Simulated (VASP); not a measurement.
Here is a VASP 6.6.1 calculation.

File INCAR:

```
  ALGO = Normal
  EDIFF = 1E-6
  EDIFFG = -0.01
  ENCUT = 600
  GGA = PS
  IBRION = 2
  ISIF = 3
  ISMEAR = -1
  LASPH = True
  LCHARG = False
  LREAL = False
  LWAVE = False
  NELM = 80
  NSW = 80
  PREC = Accurate
  SIGMA = 0.1
```

KPOINTS

```
k-points
0
Gamma
  9 9 9
```

The input POSCAR:

```
ScZn
1.0
    3.3500000000      0.0000000000      0.0000000000
    0.0000000000      3.3500000000      0.0000000000
    0.0000000000      0.0000000000      3.3500000000
Sc Zn
1 1
Direct
    0.0000000000      0.0000000000      0.0000000000
    0.5000000000      0.5000000000      0.5000000000
```

Potentials or basis: VASP PAW PBE potentials, release 64 (Sc_sv, Zn).

Launch:

```console
$ cat potpaw_PBE.64/Sc_sv/POTCAR potpaw_PBE.64/Zn/POTCAR > POTCAR
$ mpirun -np 1 vasp_std > vasp.out
```

Problem. Predict the space group after relaxing (to 0.1 Å).

Solution. Pm-3m (No. 221).

Problem. Estimate the relaxed volume.

Solution. 18.02 Å³/atom.

Problem. Predict the relaxed cell.

Solution. a = 3.303 Å, b = 3.303 Å, c = 3.303 Å, α = 90.00°, β = 90.00°, γ = 90.00°.

The path:
```tsv
step	energy change (eV)	largest force (eV/Å)	pressure (GPa)	volume (Å³)
1	0.0000	0.0000	-3.17	37.60
2	-0.0136	0.0000	1.19	35.61
3	-0.0153	0.0000	-0.12	36.09
4	-0.0153	0.0000	0.07	36.05
```

Caveat: the PAW data sets were made with another functional, which shifts forces and pressure a little.
